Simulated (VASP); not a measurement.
# CuF (P4/mmm) in VASP: single point with PBE-based screened hybrid with 50 % exact exchange

Aim: the single point of CuF with PBE-based screened hybrid with 50 % exact exchange.

All numbers are computed with VASP 6.6.1; they aren't measurements. Logs are shortened: lines on timing, memory, paths and dates and some standing lists are left out, and cuts for length are marked.

**1. The cell of the first run**

It takes space group P4/mmm (No. 123, tetragonal). The conventional cell has a = 2.471 Å, b = 2.471 Å, c = 3.417 Å, α = 90.00°, β = 90.00°, γ = 90.00°. Cu (site symmetry 4/mmm) has 8 F at 2.44 Å and 4 Cu at 2.47 Å within 3.2 Å. F (site symmetry 4/mmm) has 8 Cu at 2.44 Å and 4 F at 2.47 Å within 3.2 Å.

**2. Single point, PBE-based screened hybrid with 50 % exact exchange**

Input file POSCAR:

```
CuF
1.0
    2.4710065500      0.0000000000      0.0000000000
    0.0000000000      2.4710065500      0.0000000000
    0.0000000000      0.0000000000      3.4165013900
Cu F
1 1
Direct
    0.0000000000      0.0000000000      0.0000000000
    0.5000000000      0.5000000000      0.5000000000
```

Input file INCAR.step1:

```
ALGO = Normal
EDIFF = 1E-5
ENCUT = 520
GGA = PE
ISIF = 2
ISMEAR = -1
LASPH = T
LREAL = F
LWAVE = T
NBANDS = 16
NELM = 80
PREC = Accurate
SIGMA = 0.05
```

Input file INCAR.step2:

```
AEXX = 0.5
ALGO = Normal
EDIFF = 1E-6
ENCUT = 520
GGA = PE
HFSCREEN = 0.2
ISIF = 2
ISMEAR = -1
ISTART = 1
LASPH = T
LCHARG = T
LELF = T
LHFCALC = T
LREAL = F
LVHAR = T
LWAVE = F
NBANDS = 16
NELM = 80
PREC = Accurate
PRECFOCK = Normal
SIGMA = 0.05
```

Input file KPOINTS:

```
k-points
0
Gamma
  6 6 4
```

Potentials or basis: VASP PAW PBE potentials, release 64 (Cu, F).

On the command line:

```bash
cat potpaw_PBE.64/Cu/POTCAR potpaw_PBE.64/F/POTCAR > POTCAR
cp INCAR.step1 INCAR
mpirun -np 1 vasp_std > vasp.out
cp INCAR.step2 INCAR
mpirun -np 1 vasp_std > vasp.out
```

OUTCAR:

```text
AEXX = 0.5
   EDIFF = 1E-6
   ENCUT = 520
   GGA = PE
   HFSCREEN = 0.2
   ISIF = 2
   ISMEAR = -1
   ISTART = 1
   LASPH = T
   LHFCALC = T
   LREAL = F
   NELM = 80
   PREC = Accurate
   PRECFOCK = Normal

 ion  position               nearest neighbor table
   1  0.000  0.000  0.000-
   2  0.500  0.500  0.500-

  LATTYP: Found a simple tetragonal cell.
 ALAT       =     2.4710065500
 C/A-ratio  =     1.3826355054

  Lattice vectors:

 A1 = (   2.4710065500,   0.0000000000,   0.0000000000)
 A2 = (   0.0000000000,   2.4710065500,   0.0000000000)
 A3 = (   0.0000000000,   0.0000000000,   3.4165013900)

Analysis of symmetry for initial positions (statically):
=====================================================================
 Subroutine PRICEL returns:
 Original cell was already a primitive cell.

 Routine SETGRP: Setting up the symmetry group for a
 simple tetragonal supercell.

 Subroutine GETGRP returns: Found 16 space group operations
 (whereof 16 operations were pure point group operations)
 out of a pool of 16 trial point group operations.

The static configuration has the point symmetry D_4h.

Analysis of symmetry for dynamics (positions and initial velocities):
=====================================================================
 Subroutine PRICEL returns:
 Original cell was already a primitive cell.

 Routine SETGRP: Setting up the symmetry group for a
 simple tetragonal supercell.

 Subroutine GETGRP returns: Found 16 space group operations
 (whereof 16 operations were pure point group operations)
 out of a pool of 16 trial point group operations.

The dynamic configuration has the point symmetry D_4h.

 Subroutine INISYM returns: Found 16 space group operations
 (whereof 16 operations are pure point group operations),
 and found     1 'primitive' translations

----------------------------------------------------------------------------------------

                                     Primitive cell

  volume of cell :      20.8607

  direct lattice vectors                    reciprocal lattice vectors
     2.471006550  0.000000000  0.000000000     0.404693383  0.000000000  0.000000000
     0.000000000  2.471006550  0.000000000     0.000000000  0.404693383  0.000000000
     0.000000000  0.000000000  3.416501390     0.000000000  0.000000000  0.292697086

  length of vectors
     2.471006550  2.471006550  3.416501390     0.404693383  0.404693383  0.292697086

  position of ions in fractional coordinates (direct lattice)
     0.000000000  0.000000000  0.000000000
     0.500000000  0.500000000  0.500000000

  ion indices of the primitive-cell ions
   primitive index   ion index
                 1           1
                 2           2

----------------------------------------------------------------------------------------

 KPOINTS: k-points

Automatic generation of k-mesh.
 Grid dimensions read from file:
 generate k-points for:    6    6    4

 Generating k-lattice:

  Cartesian coordinates                     Fractional coordinates (reciprocal lattice)
     0.067448897  0.000000000  0.000000000     0.166666667  0.000000000  0.000000000
     0.000000000  0.067448897  0.000000000     0.000000000  0.166666667  0.000000000
     0.000000000  0.000000000  0.073174271     0.000000000  0.000000000  0.250000000

  Length of vectors
     0.067448897  0.067448897  0.073174271

  Shift w.r.t. Gamma in fractional coordinates (k-lattice)
     0.000000000  0.000000000  0.000000000

 Subroutine IBZKPT returns following result:
 ===========================================

 Found     30 irreducible k-points:

 Following reciprocal coordinates:
            Coordinates               Weight
  0.000000  0.000000  0.000000      1.000000
  0.166667  0.000000  0.000000      4.000000
  0.333333  0.000000  0.000000      4.000000
  0.500000  0.000000  0.000000      2.000000
  0.166667  0.166667  0.000000      4.000000
  0.333333  0.166667  0.000000      8.000000
[... 16 lines left out ...]
  0.333333  0.000000  0.500000      4.000000
  0.500000  0.000000  0.500000      2.000000
 [... further k-points ...]
   k-points           NKPTS =     30   k-points in BZ     NKDIM =    144   number of bands    NBANDS=     16
   number of dos      NEDOS =    301   number of ions     NIONS =      2
   total plane-waves  NPLWV =   9072
   dimension x,y,z NGX =    18 NGY =   18 NGZ =   28
   dimension x,y,z NGXF=    36 NGYF=   36 NGZF=   56
   ions per type =               1   1
   NGX,Y,Z   is equivalent  to a cutoff of  12.11, 12.11, 13.62 a.u.
   NGXF,Y,Z  is equivalent  to a cutoff of  24.22, 24.22, 27.25 a.u.
 SYSTEM =  unknown system
   PREC   = accura    normal or accurate (medium, high low for compatibility)
   ISTART =      1    job   : 0-new  1-cont  2-samecut
   ICHARG =      0    charge: 1-file 2-atom 10-const
   ISPIN  =      1    spin polarized calculation?
   LNONCOLLINEAR =      F non collinear calculations
   LSORBIT =      F    spin-orbit coupling
   LASPH  =      T    aspherical Exc in radial PAW
   ENCUT  =  520.0 eV  38.22 Ry    6.18 a.u.   4.59  4.59  6.35*2*pi/ulx,y,z
   NELM   =     80;   NELMIN=  2; NELMDL=  0     # of ELM steps
   EDIFF  = 0.1E-05   stopping-criterion for ELM
   LREAL  =      F    real-space projection
   EDIFFG = 0.1E-04   stopping-criterion for IOM
   NSW    =      0    number of steps for IOM
   IBRION =     -1    ionic relax: 0-MD 1-quasi-New 2-CG
   NFREE  =      0    steps in history (QN), initial steepest desc. (CG)
   ISIF   =      2    stress and relaxation
   ISYM   =      3    0-nonsym 1-usesym 2-fastsym
   POTIM  = 0.5000    time-step for ionic-motion
   TEBEG  =    0.0;   TEEND  =   0.0 temperature during run
   PSTRESS=    0.0 pullay stress
   NELECT =      18.0000    total number of electrons
   NUPDOWN=      -1.0000    fix difference up-down
   EMIN   =  10.00;   EMAX   =-10.00  energy-range for DOS
   EFERMI =   0.00;   METHOD = LEGACY
   ISMEAR =    -1;   SIGMA  =   0.05  broadening in eV -4-tet -1-fermi 0-gaus
   EFERMI_NEDOS =   21; number of points for ismear=-14 and -15
   IALGO  =     38    algorithm
   IMIX   =      1    mixing-type and parameters
     AMIX     =   0.40;   BMIX     =  1.00
     AMIX_MAG =   1.60;   BMIX_MAG =  1.00
  volume/ion in A,a.u.               =      10.43        70.39
  Fermi-wavevector in a.u.,A,eV,Ry     =   1.558556  2.945245 33.049887  2.429098
  Thomas-Fermi vector in A             =   2.662044
   LORBIT       =      0    0 simple, 1 ext, 2 COOP (PROOUT), +10 PAW based schemes
   GGA     = PE    functional components
   LHFCALC =     T    Hartree Fock is set to
   PRECFOCK=normal    Normal, Fast or Accurate (Low or Medium for compatibility)
   ENCUT4O =  -1.0   cutoff for four orbital integrals eV
   NKREDX  =     1    reduce k-point grid by
   NKREDY  =     1    reduce k-point grid by
   NKREDZ  =     1    reduce k-point grid by
   AEXX    =    0.5000 exact exchange contribution
   HFSCREEN=    0.2000 screening length (either q_TF or 0.3 A-1)
   HFSCREENC=   0.2000 screening length for correlation (either q_TF or 0.3 A-1)
   ENCUTFOCK=  -1.0 apply spherical cutoff to Coloumb kernel
   IVDW    =     0    specifies the selected vdW correction
   LEPSILON=     F    determine dielectric tensor
   LRPA    =     F    only Hartree local field effects (RPA)
 non-spin polarized calculation
  energy-cutoff  :      520.00
  volume of cell :       20.86
 maximum number of plane-waves:       580
  NGX = 14; NGY = 14; NGZ = 20

 number of electron      17.9999967 magnetization

 Free energy of the ion-electron system (eV)
  ---------------------------------------------------
  ext. energy  EPLUGINS =         0.00000000
  ---------------------------------------------------
  free energy    TOTEN  =       -10.41942794 eV

  energy without entropy =      -10.41942794  energy(sigma->0) =      -10.41942794

 E-fermi :   2.5158     XC(G=0):  -7.3279

 val. band max:        1.4468550783   @ k =   0.5000   0.5000   0.5000
 cond. band min:       3.9749113769   @ k =   0.0000   0.0000   0.0000
 fundamental gap:      2.5280562986
 Fermi energy:         2.5157528943

 k-point     1 :       0.0000    0.0000    0.0000
  band No.  band energies     occupation
      1     -25.3455      2.00000
      2      -3.7801      2.00000
      3      -1.8763      2.00000
      4      -1.7979      2.00000
      5      -1.4336      2.00000
      6      -1.4336      2.00000
[... 8 lines left out ...]
     15      27.5489      0.00000
     16      35.2588      0.00000

 k-point     2 :       0.1667    0.0000    0.0000
  band No.  band energies     occupation
      1     -25.1667      2.00000
      2      -3.8378      2.00000
      3      -2.9489      2.00000
      4      -1.6183      2.00000
      5      -1.4447      2.00000
      6      -1.0935      2.00000
[... 8 lines left out ...]
     15      29.7181      0.00000
     16      31.7323      0.00000

 k-point     3 :       0.3333    0.0000    0.0000
  band No.  band energies     occupation
      1     -24.7867      2.00000
      2      -4.9869      2.00000
      3      -3.9722      2.00000
      4      -1.5079      2.00000
      5      -1.4103      2.00000
      6       0.1781      2.00000
[... 8 lines left out ...]
     15      29.3367      0.00000
     16      29.6293      0.00000

 k-point     4 :       0.5000    0.0000    0.0000
  band No.  band energies     occupation
      1     -24.5837      2.00000
      2      -5.8588      2.00000
      3      -4.0473      2.00000
      4      -1.5604      2.00000
      5      -1.3065      2.00000
      6       0.2051      2.00000
[... 8 lines left out ...]
     15      28.7573      0.00000
     16      30.2856      0.00000
[... 324 lines left out ...]
 k-point    22 :       0.1667    0.0000    0.5000
  band No.  band energies     occupation
      1     -25.0563      2.00000
      2      -5.8283      2.00000
      3      -2.7457      2.00000
      4      -1.7414      2.00000
      5      -1.5458      2.00000
      6      -0.4666      2.00000
[... 8 lines left out ...]
     15      28.0224      0.00000
     16      30.9916      0.00000

 k-point    23 :       0.3333    0.0000    0.5000
  band No.  band energies     occupation
      1     -24.7204      2.00000
      2      -4.7390      2.00000
      3      -4.3900      2.00000
      4      -1.3877      2.00000
      5      -1.3307      2.00000
      6      -0.5934      2.00000
[... 8 lines left out ...]
     15      30.2116      0.00000
     16      31.6067      0.00000

 k-point    24 :       0.5000    0.0000    0.5000
  band No.  band energies     occupation
      1     -24.5419      2.00000
      2      -5.1656      2.00000
      3      -4.0795      2.00000
      4      -1.4468      2.00000
      5      -1.0554      2.00000
      6      -0.8693      2.00000
[... 8 lines left out ...]
     15      33.5375      0.00000
     16      34.3162      0.00000

 [... further k-points ...]

------------------------ aborting loop because EDIFF is reached ----------------------------------------

  FORCE on cell =-STRESS in cart. coord.  units (eV):
  Direction    XX          YY          ZZ          XY          YZ          ZX
  --------------------------------------------------------------------------------------
  -------------------------------------------------------------------------------------
  Total        1.7027327      1.7027327     -3.8209688      0.0000000     -0.0000000      0.0000000
  in kB      130.7758801    130.7758801   -293.4638987      0.0000000     -0.0000000      0.0000000
  external PRESSURE =     -10.6373795 kB  Pullay stress =       0.0000000 kB

 VOLUME and BASIS-vectors are now :
 -----------------------------------------------------------------------------
  energy-cutoff  :      520.00
  volume of cell :       20.86
      direct lattice vectors                 reciprocal lattice vectors
     2.471006550  0.000000000  0.000000000     0.404693383  0.000000000  0.000000000
     0.000000000  2.471006550  0.000000000     0.000000000  0.404693383  0.000000000
     0.000000000  0.000000000  3.416501390     0.000000000  0.000000000  0.292697086

 POSITION                                       TOTAL-FORCE (eV/Angst)
 -----------------------------------------------------------------------------------
      0.00000      0.00000      0.00000         0.000000      0.000000      0.000000
      1.23550      1.23550      1.70825         0.000000      0.000000      0.000000
 -----------------------------------------------------------------------------------
    total drift:                               -0.000004     -0.000008      0.000017

  FREE ENERGIE OF THE ION-ELECTRON SYSTEM (eV)
  ---------------------------------------------------
  free  energy   TOTEN  =       -10.4194279432 eV

  energy  without entropy=      -10.4194279432  energy(sigma->0) =      -10.41942794
```

It took 11 min on 1 thread of Intel Xeon 6975P-C (Granite Rapids), shared host; peak memory 0.24 GiB.

Results:

```
Free energy            : -10.4194 eV
Pressure               : -1.1 GPa
Band gap on the k mesh : 2.53 eV (least direct gap 3.52 eV)
```

Caveat: the k points lie up to 0.46 Å⁻¹ apart; the PAW data sets were made with another functional, which shifts forces and pressure a little. A k mesh can miss the band edges.
